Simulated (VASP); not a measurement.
# Ag (P6_3/mmc) in VASP: further runs

Ag is run at these levels: PBEsol; tasks: single point.

All numbers are computed with VASP 6.6.1; they aren't measurements. Logs are shortened: lines on timing, memory, paths and dates and some standing lists are left out, and cuts for length are marked.

### Step 1. The cell of the first run

Symmetry: P6_3/mmc, No. 194, hexagonal system. The conventional cell has a = 2.956 Å, b = 2.956 Å, c = 4.832 Å, α = 90.00°, β = 90.00°, γ = 120.00°. Ag (site symmetry -6m2) has 12 Ag at 2.96 Å within 3.9 Å.

### Step 2. Single point, PBEsol

Input file INCAR:

```
PREC     = Accurate       # precision mode
ENCUT    = 500            # plane-wave cutoff, eV
EDIFF    = 1E-6           # SCF threshold, eV
ISMEAR   = 1              # smearing method
SIGMA    = 0.1            # smearing width, eV
LREAL    = False          # projectors in reciprocal space
LASPH    = True           # aspherical terms in the spheres
NELM     = 120            # most SCF steps
ALGO     = Normal         # electronic algorithm
ISIF     = 2              # what is computed and relaxed
LWAVE    = False          # write WAVECAR
LCHARG   = False          # write CHGCAR
GGA      = PS             # functional
NBANDS   = 18             # bands
GGA_COMPAT= False
```

Input file KPOINTS:

```
regular mesh
0
Gamma
  11 11 6
```

Input file POSCAR:

```
Ag
1.0
    2.9558163082      0.0000000000      0.0000000000
   -1.4779081541      2.5598115749      0.0000000000
    0.0000000000      0.0000000000      4.8322048178
Ag
2
Direct
    0.3333333333      0.6666666667      0.2500000000
    0.6666666667      0.3333333333      0.7500000000
```

Potentials or basis: VASP PAW PBE potentials, release 64 (Ag).

Launch:

```bash
> cat potpaw_PBE.64/Ag/POTCAR > POTCAR
> mpirun -np 1 vasp_std > vasp.out
```

OUTCAR:

```text
PREC = Accurate
   ENCUT = 500
   EDIFF = 1E-6
   ISMEAR = 1
   LREAL = False
   LASPH = True
   NELM = 120
   ISIF = 2
   GGA = PS

 ion  position               nearest neighbor table
   1  0.333  0.667  0.250-   2 2.96   2 2.96   2 2.96   2 2.96   2 2.96   2 2.96
   2  0.667  0.333  0.750-   1 2.96   1 2.96   1 2.96   1 2.96   1 2.96   1 2.96

  LATTYP: Found a hexagonal cell.
 ALAT       =     2.9558163082
 C/A-ratio  =     1.6348122867

  Lattice vectors:

 A1 = (   2.9558163082,   0.0000000000,   0.0000000000)
 A2 = (  -1.4779081541,   2.5598115749,   0.0000000000)
 A3 = (   0.0000000000,   0.0000000000,   4.8322048178)

Analysis of symmetry for initial positions (statically):
=====================================================================
 Subroutine PRICEL returns:
 Original cell was already a primitive cell.

 Routine SETGRP: Setting up the symmetry group for a
 hexagonal supercell.

 Subroutine GETGRP returns: Found 24 space group operations
 (whereof 12 operations were pure point group operations)
 out of a pool of 24 trial point group operations.

The static configuration has the point symmetry D_3d.
 The point group associated with its full space group is D_6h.

Analysis of symmetry for dynamics (positions and initial velocities):
=====================================================================
 Subroutine PRICEL returns:
 Original cell was already a primitive cell.

 Routine SETGRP: Setting up the symmetry group for a
 hexagonal supercell.

 Subroutine GETGRP returns: Found 24 space group operations
 (whereof 12 operations were pure point group operations)
 out of a pool of 24 trial point group operations.

The dynamic configuration has the point symmetry D_3d.
 The point group associated with its full space group is D_6h.

 Subroutine INISYM returns: Found 24 space group operations
 (whereof 12 operations are pure point group operations),
 and found     1 'primitive' translations

----------------------------------------------------------------------------------------

                                     Primitive cell

  volume of cell :      36.5621

  direct lattice vectors                    reciprocal lattice vectors
     2.955816308  0.000000000  0.000000000     0.338316017  0.195326877  0.000000000
[... 77 lines left out ...]
   PREC   = accura    normal or accurate (medium, high low for compatibility)
   ISTART =      0    job   : 0-new  1-cont  2-samecut
   ICHARG =      2    charge: 1-file 2-atom 10-const
   ISPIN  =      1    spin polarized calculation?
   LNONCOLLINEAR =      F non collinear calculations
   LSORBIT =      F    spin-orbit coupling
   LASPH  =      T    aspherical Exc in radial PAW
   ENCUT  =  500.0 eV  36.75 Ry    6.06 a.u.   5.39  5.39  8.81*2*pi/ulx,y,z
   NELM   =    120;   NELMIN=  2; NELMDL= -5     # of ELM steps
   EDIFF  = 0.1E-05   stopping-criterion for ELM
   LREAL  =      F    real-space projection
   EDIFFG = 0.1E-04   stopping-criterion for IOM
   NSW    =      0    number of steps for IOM
   IBRION =     -1    ionic relax: 0-MD 1-quasi-New 2-CG
   NFREE  =      0    steps in history (QN), initial steepest desc. (CG)
   ISIF   =      2    stress and relaxation
   ISYM   =      2    0-nonsym 1-usesym 2-fastsym
   POTIM  = 0.5000    time-step for ionic-motion
   TEBEG  =    0.0;   TEEND  =   0.0 temperature during run
   PSTRESS=    0.0 pullay stress
   NELECT =      22.0000    total number of electrons
   NUPDOWN=      -1.0000    fix difference up-down
   EMIN   =  10.00;   EMAX   =-10.00  energy-range for DOS
   EFERMI =   0.00;   METHOD = LEGACY
   ISMEAR =     1;   SIGMA  =   0.10  broadening in eV -4-tet -1-fermi 0-gaus
   EFERMI_NEDOS =   21; number of points for ismear=-14 and -15
   IALGO  =     38    algorithm
   IMIX   =      4    mixing-type and parameters
     AMIX     =   0.40;   BMIX     =  1.00
     AMIX_MAG =   1.60;   BMIX_MAG =  1.00
  volume/ion in A,a.u.               =      18.28       123.37
  Fermi-wavevector in a.u.,A,eV,Ry     =   1.382098  2.611786 25.989775  1.910195
  Thomas-Fermi vector in A             =   2.506821
   LORBIT       =      0    0 simple, 1 ext, 2 COOP (PROOUT), +10 PAW based schemes
   GGA     = PS    functional components
   LHFCALC =     F    Hartree Fock is set to
   AEXX    =    0.0000 exact exchange contribution
   IVDW    =     0    specifies the selected vdW correction
   LEPSILON=     F    determine dielectric tensor
   LRPA    =     F    only Hartree local field effects (RPA)
 non-spin polarized calculation
 Methfessel and Paxton  Order N= 1 SIGMA  =   0.10
  energy-cutoff  :      500.00
  volume of cell :       36.56
 maximum number of plane-waves:       966
 NGX is ok and might be reduce to    24
   NGX = 11   NGY = 11   NGZ = 17

 number of electron      21.9999997 magnetization

 Free energy of the ion-electron system (eV)
  ---------------------------------------------------
  ext. energy  EPLUGINS =         0.00000000
  ---------------------------------------------------
  free energy    TOTEN  =        -6.50867112 eV

  energy without entropy =       -6.50746189  energy(sigma->0) =       -6.50826804

 E-fermi :   7.4045     XC(G=0): -12.0008

 val. band max:        7.3988364182   @ k =   0.3636   0.0909   0.5000
 cond. band min:       7.4337998841   @ k =   0.1818   0.0000   0.1667
 fundamental gap:      0.0349634659
 Fermi energy:         7.4044568164

 k-point     1 :       0.0000    0.0000    0.0000
  band No.  band energies     occupation
      1      -0.0285      2.00000
      2       1.3252      2.00000
      3       2.7611      2.00000
      4       2.8483      2.00000
      5       2.8483      2.00000
      6       3.0585      2.00000
[... 481 lines left out ...]
      5       2.7843      2.00000
      6       3.0759      2.00000
[... 10 lines left out ...]
     17      23.0791      0.00000
     18      24.5290      0.00000

 [... further k-points ...]
[... 5 lines left out ...]
  --------------------------------------------------------------------------------------
  -------------------------------------------------------------------------------------
  Total       -2.0381109     -2.0381102     -1.7383503      0.0000000     -0.0000000      0.0000000
  in kB      -89.3115480    -89.3115175    -76.1758162      0.0000000     -0.0000000      0.0000000
  external PRESSURE =     -84.9329606 kB  Pullay stress =       0.0000000 kB

 VOLUME and BASIS-vectors are now :
 -----------------------------------------------------------------------------
  energy-cutoff  :      500.00
  volume of cell :       36.56
      direct lattice vectors                 reciprocal lattice vectors
     2.955816308  0.000000000  0.000000000     0.338316017  0.195326877  0.000000000
    -1.477908154  2.559811575  0.000000000     0.000000000  0.390653754  0.000000000
     0.000000000  0.000000000  4.832204818     0.000000000  0.000000000  0.206944870

 POSITION                                       TOTAL-FORCE (eV/Angst)
 -----------------------------------------------------------------------------------
     -0.00000      1.70654      1.20805        -0.000000      0.000000      0.000000
      1.47791      0.85327      3.62415         0.000000      0.000000      0.000000
 -----------------------------------------------------------------------------------
    total drift:                               -0.000000      0.000000     -0.000000

  FREE ENERGIE OF THE ION-ELECTRON SYSTEM (eV)
  ---------------------------------------------------
  free  energy   TOTEN  =        -6.5086711168 eV

  energy  without entropy=       -6.5074618914  energy(sigma->0) =       -6.50826804
```

OSZICAR:

```text
N       E                     dE             d eps       ncg     rms          rms(c)
DAV:   1     0.118093277174E+03    0.11809E+03   -0.11295E+04  2304   0.116E+03
DAV:   2    -0.521954178817E+01   -0.12331E+03   -0.11713E+03  2386   0.258E+02
DAV:   3    -0.715195203323E+01   -0.19324E+01   -0.19264E+01  2642   0.363E+01
DAV:   4    -0.715795575212E+01   -0.60037E-02   -0.60032E-02  2564   0.202E+00
DAV:   5    -0.715800610669E+01   -0.50355E-04   -0.50355E-04  2518   0.197E-01    0.662E+00
DAV:   6    -0.652862631797E+01    0.62938E+00   -0.16712E+00  2382   0.136E+01    0.409E+00
DAV:   7    -0.651526311647E+01    0.13363E-01   -0.13427E-02  2494   0.102E+00    0.240E+00
DAV:   8    -0.650865124803E+01    0.66119E-02   -0.78902E-04  2420   0.263E-01    0.914E-02
DAV:   9    -0.650866574140E+01   -0.14493E-04   -0.21424E-05  2694   0.334E-02    0.227E-02
DAV:  10    -0.650867106844E+01   -0.53270E-05   -0.34693E-06  2518   0.185E-02    0.175E-03
DAV:  11    -0.650867111681E+01   -0.48368E-07   -0.95893E-08  1246   0.272E-03
   1 F= -.65086711E+01 E0= -.65082680E+01  d E =-.120923E-02
```

stdout:

```text
POSCAR found type information on POSCAR Ag
 POSCAR found :  1 types and       2 ions
 scaLAPACK will be used
 -----------------------------------------------------------------------------
|                                                                             |
|                                                                             |
|     You enforced a specific xc type in the INCAR file but a different       |
|     I HOPE YOU KNOW WHAT YOU ARE DOING!                                     |
|                                                                             |
 -----------------------------------------------------------------------------

 LDA part: xc-table for (Slater+PW92), standard interpolation
 POSCAR, INCAR and KPOINTS ok, starting setup
 FFT: planning ... GRIDC
 FFT: planning ... GRID_SOFT
 FFT: planning ... GRID
 WAVECAR not read
 entering main loop
```

It took 30 s on 1 thread of Intel Xeon Platinum 8488C (Sapphire Rapids), shared host; peak memory 0.16 GiB.

What came out:

| Property | Result |
| --- | --- |
| Free energy | -6.5087 eV |
| Pressure | -8.5 GPa |
| Band gap on the k mesh | zero (band 11 reaches 10.62 eV, above the bottom of band 12 at 4.00 eV) |

Stress tensor (GPa, compression positive):
```
-8.93  0.00  0.00
 0.00 -8.93  0.00
 0.00  0.00 -7.62
```

Levels at points of the mesh, in eV from the Fermi level:
| k point | band 9 | band 10 | band 11 | band 12 | band 13 | band 14 |
| --- | --- | --- | --- | --- | --- | --- |
| (0.00, 0.00, 0.00) | -4.02 | -3.12 | -3.12 | -0.38 | 3.09 | 15.31 |
| (0.00, 0.00, 0.50) | -3.41 | -3.41 | -3.41 | -3.41 | 10.47 | 10.47 |

Caveat: the PAW data sets were made with another functional, which shifts forces and pressure a little.

### Step 3. Single point, PBEsol

This run uses another cell than the first one, of 18.76 Å³/atom, 1.026 times its volume.

Input file INCAR:

```
SYSTEM = Ag
PREC = Accurate
ENCUT = 500
EDIFF = 1E-6
ISMEAR = 1
SIGMA = 0.1
LREAL = .FALSE.
LASPH = .TRUE.
NELM = 120
ALGO = Normal
ISIF = 2
LWAVE = .FALSE.
LCHARG = .FALSE.
GGA = PS
NBANDS = 18
GGA_COMPAT = .FALSE.
```

Input file KPOINTS:

```
Automatic mesh
0
G
  11 11 6
  0 0 0
```

Input file POSCAR:

```
Ag
1.0
    2.9811893630      0.0000000000      0.0000000000
   -1.4905946815      2.5817852812      0.0000000000
    0.0000000000      0.0000000000      4.8736849996
Ag
2
Direct
    0.3333333333      0.6666666667      0.2500000000
    0.6666666667      0.3333333333      0.7500000000
```

Potentials or basis: VASP PAW PBE potentials, release 64 (Ag).

Launch:

```bash
> cat potpaw_PBE.64/Ag/POTCAR > POTCAR
> mpirun -np 1 vasp_std > vasp.out
```

OUTCAR:

```text
SYSTEM = Ag
   PREC = Accurate
   ENCUT = 500
   EDIFF = 1E-6
   ISMEAR = 1
   LREAL = .FALSE.
   LASPH = .TRUE.
   NELM = 120
   ISIF = 2
   GGA = PS

 ion  position               nearest neighbor table
   1  0.333  0.667  0.250-   2 2.98   2 2.98   2 2.98   2 2.98   2 2.98   2 2.98
   2  0.667  0.333  0.750-   1 2.98   1 2.98   1 2.98   1 2.98   1 2.98   1 2.98

  LATTYP: Found a hexagonal cell.
 ALAT       =     2.9811893630
 C/A-ratio  =     1.6348122867

  Lattice vectors:

 A1 = (   2.9811893630,   0.0000000000,   0.0000000000)
 A2 = (  -1.4905946815,   2.5817852812,   0.0000000000)
 A3 = (   0.0000000000,   0.0000000000,   4.8736849996)

Analysis of symmetry for initial positions (statically):
=====================================================================
 Subroutine PRICEL returns:
 Original cell was already a primitive cell.

 Routine SETGRP: Setting up the symmetry group for a
 hexagonal supercell.

 Subroutine GETGRP returns: Found 24 space group operations
 (whereof 12 operations were pure point group operations)
 out of a pool of 24 trial point group operations.

The static configuration has the point symmetry D_3d.
 The point group associated with its full space group is D_6h.

Analysis of symmetry for dynamics (positions and initial velocities):
=====================================================================
 Subroutine PRICEL returns:
 Original cell was already a primitive cell.

 Routine SETGRP: Setting up the symmetry group for a
 hexagonal supercell.

 Subroutine GETGRP returns: Found 24 space group operations
 (whereof 12 operations were pure point group operations)
 out of a pool of 24 trial point group operations.

The dynamic configuration has the point symmetry D_3d.
 The point group associated with its full space group is D_6h.

 Subroutine INISYM returns: Found 24 space group operations
 (whereof 12 operations are pure point group operations),
 and found     1 'primitive' translations

----------------------------------------------------------------------------------------

                                     Primitive cell
[... 107 lines left out ...]
   EFERMI_NEDOS =   21; number of points for ismear=-14 and -15
   IALGO  =     38    algorithm
   IMIX   =      4    mixing-type and parameters
     AMIX     =   0.40;   BMIX     =  1.00
     AMIX_MAG =   1.60;   BMIX_MAG =  1.00
  volume/ion in A,a.u.               =      18.76       126.57
  Fermi-wavevector in a.u.,A,eV,Ry     =   1.370335  2.589557 25.549257  1.877817
  Thomas-Fermi vector in A             =   2.496130
   LORBIT       =      0    0 simple, 1 ext, 2 COOP (PROOUT), +10 PAW based schemes
   GGA     = PS    functional components
   LHFCALC =     F    Hartree Fock is set to
   AEXX    =    0.0000 exact exchange contribution
   IVDW    =     0    specifies the selected vdW correction
   LEPSILON=     F    determine dielectric tensor
   LRPA    =     F    only Hartree local field effects (RPA)
 non-spin polarized calculation
 Methfessel and Paxton  Order N= 1 SIGMA  =   0.10
  energy-cutoff  :      500.00
  volume of cell :       37.51
 maximum number of plane-waves:       990
 NGX is ok and might be reduce to    24
   NGX = 11   NGY = 11   NGZ = 17

 number of electron      21.9999990 magnetization

 Free energy of the ion-electron system (eV)
  ---------------------------------------------------
  ext. energy  EPLUGINS =         0.00000000
  ---------------------------------------------------
  free energy    TOTEN  =        -6.45389322 eV

  energy without entropy =       -6.45267188  energy(sigma->0) =       -6.45348610

 E-fermi :   7.0789     XC(G=0): -11.8520

 val. band max:        7.0443599526   @ k =   0.1818   0.1818   0.3333
 cond. band min:       7.0853051404   @ k =   0.3636   0.0909   0.5000
 fundamental gap:      0.0409451877
 Fermi energy:         7.0789403984

 k-point     1 :       0.0000    0.0000    0.0000
  band No.  band energies     occupation
      1      -0.1756      2.00000
      2       1.1464      2.00000
      3       2.5203      2.00000
      4       2.6035      2.00000
      5       2.6035      2.00000
      6       2.8036      2.00000
[... 481 lines left out ...]
      5       2.5439      2.00000
      6       2.8244      2.00000
[... 10 lines left out ...]
     17      22.5584      0.00000
     18      23.9698      0.00000

 [... further k-points ...]
[... 5 lines left out ...]
  --------------------------------------------------------------------------------------
  -------------------------------------------------------------------------------------
  Total       -2.4585931     -2.4585923     -2.1329036      0.0000000      0.0000000      0.0000000
  in kB     -105.0098662   -105.0098303    -91.0992222      0.0000000      0.0000000      0.0000000
  external PRESSURE =    -100.3729729 kB  Pullay stress =       0.0000000 kB

 VOLUME and BASIS-vectors are now :
 -----------------------------------------------------------------------------
  energy-cutoff  :      500.00
  volume of cell :       37.51
      direct lattice vectors                 reciprocal lattice vectors
     2.981189363  0.000000000  0.000000000     0.335436592  0.193664440  0.000000000
    -1.490594681  2.581785281  0.000000000     0.000000000  0.387328879  0.000000000
     0.000000000  0.000000000  4.873685000     0.000000000  0.000000000  0.205183552

 POSITION                                       TOTAL-FORCE (eV/Angst)
 -----------------------------------------------------------------------------------
     -0.00000      1.72119      1.21842         0.000000     -0.000000      0.000000
      1.49059      0.86060      3.65526        -0.000000      0.000000      0.000000
 -----------------------------------------------------------------------------------
    total drift:                               -0.000000      0.000000     -0.000000

  FREE ENERGIE OF THE ION-ELECTRON SYSTEM (eV)
  ---------------------------------------------------
  free  energy   TOTEN  =        -6.4538932162 eV

  energy  without entropy=       -6.4526718773  energy(sigma->0) =       -6.45348610
```

OSZICAR:

```text
N       E                     dE             d eps       ncg     rms          rms(c)
DAV:   1     0.119443789803E+03    0.11944E+03   -0.11383E+04  2304   0.116E+03
DAV:   2    -0.512890446742E+01   -0.12457E+03   -0.11828E+03  2396   0.256E+02
DAV:   3    -0.707570692336E+01   -0.19468E+01   -0.19396E+01  2636   0.364E+01
DAV:   4    -0.708158378926E+01   -0.58769E-02   -0.58764E-02  2568   0.197E+00
DAV:   5    -0.708163447186E+01   -0.50683E-04   -0.50682E-04  2594   0.196E-01    0.625E+00
DAV:   6    -0.647176914036E+01    0.60987E+00   -0.16627E+00  2372   0.135E+01    0.389E+00
DAV:   7    -0.646004125938E+01    0.11728E-01   -0.12558E-02  2462   0.966E-01    0.230E+00
DAV:   8    -0.645387311313E+01    0.61681E-02   -0.75893E-04  2412   0.267E-01    0.790E-02
DAV:   9    -0.645388774786E+01   -0.14635E-04   -0.22046E-05  2674   0.338E-02    0.224E-02
DAV:  10    -0.645389311327E+01   -0.53654E-05   -0.35592E-06  2508   0.187E-02    0.207E-03
DAV:  11    -0.645389321621E+01   -0.10294E-06   -0.10228E-07  1276   0.286E-03
   1 F= -.64538932E+01 E0= -.64534861E+01  d E =-.122134E-02
```

stdout:

```text
POSCAR found type information on POSCAR Ag
 POSCAR found :  1 types and       2 ions
 scaLAPACK will be used
 -----------------------------------------------------------------------------
|                                                                             |
|                                                                             |
|     You enforced a specific xc type in the INCAR file but a different       |
|     I HOPE YOU KNOW WHAT YOU ARE DOING!                                     |
|                                                                             |
 -----------------------------------------------------------------------------

 LDA part: xc-table for (Slater+PW92), standard interpolation
 POSCAR, INCAR and KPOINTS ok, starting setup
 FFT: planning ... GRIDC
 FFT: planning ... GRID_SOFT
 FFT: planning ... GRID
 WAVECAR not read
 entering main loop
```

Run time: 30 s. Hardware: 1 thread of Intel Xeon Platinum 8488C (Sapphire Rapids), shared host; peak memory 0.16 GiB.

What came out:

```yaml
Free_energy: -6.4539 eV
Pressure: -10.0 GPa
Band_gap_on_the_k_mesh: zero (band 11 reaches 10.25 eV, above the bottom of band 12 at 3.70 eV)
```

Levels at points of the mesh, in eV from the Fermi level:
```tsv
k point	band 7	band 8	band 9	band 10	band 11	band 12	band 13	band 14	band 15	band 16
(0.00, 0.00, 0.00)	-4.28	-3.97	-3.97	-3.11	-3.11	-0.31	2.96	15.23	17.01	17.02
(0.00, 0.00, 0.50)	-4.30	-4.30	-3.38	-3.38	-3.38	-3.38	10.28	10.28	15.56	15.56
```

Caveat: the PAW data sets were made with another functional, which shifts forces and pressure a little.

[end of part 1 of 2]
